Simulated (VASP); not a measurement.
Write the native input for VASP 6.6.1 that does the following.

```yaml
Task: single point
Functional: PBE
Dispersion: D3(BJ)
Potentials_or_basis: VASP PAW PBE potentials, release 64 (Pb_d, Se)
Cutoff: 520 eV
k_mesh: 8 × 8 × 6
Occupations: gaussian, width 0.05 eV
Spin: no spin polarisation
Dipole_correction: no
Further_INCAR_settings: ALGO = Normal; EDIFF = 1e-07; NBANDS = 28
```

The structure of PbSe lies in POSCAR:

```
PbSe
1.0
    2.1548765900     -6.1339473500      0.0000000000
    2.1548765900      6.1339473500      0.0000000000
    0.0000000000      0.0000000000      4.3169787629
Pb Se
2 2
Direct
    0.6317607300      0.3682392700      0.7500000000
    0.3682392700      0.6317607300      0.2500000000
    0.8612899600      0.1387100400      0.7500000000
    0.1387100400      0.8612899600      0.2500000000
```

This cell differs from its parent crystal: strain +0.000 along x and y, -0.030 along z.

One way to write it, as run:

INCAR

```
SYSTEM = PbSe
  ALGO = Normal
  EDIFF = 1E-7
  ENCUT = 520
  GGA = PE
  ISIF = 2
  ISMEAR = 0
  IVDW = 12
  LASPH = .True.
  LCHARG = .False.
  LREAL = .False.
  LWAVE = .False.
  NBANDS = 28
  NELM = 80
  PREC = Accurate
  SIGMA = 0.05
```

KPOINTS

```
k-points
0
Gamma
  8 8 6
  0 0 0
```

Potentials or basis: VASP PAW PBE potentials, release 64 (Pb_d, Se).

Run with:

```console
$ cat potpaw_PBE.64/Pb_d/POTCAR potpaw_PBE.64/Se/POTCAR > POTCAR
$ mpirun -np 1 vasp_std > vasp.out
```

It gave:

The pressure is 0.6 GPa. The largest force is 0.157 eV/Å, the band gap on the k mesh is 0.83 eV (least direct gap 1.17 eV) and the dispersion energy per atom is -0.371 eV.

Caveat: the cell differs from its parent crystal (strain +0.000 along x and y, -0.030 along z); spin-orbit coupling is left out, which moves the levels of the heavy elements.

Run time: 3.5 min on 1 thread of Intel(R) Xeon(R) Platinum 8488C (Sapphire Rapids), on a shared host, peak memory 0.41 GiB.
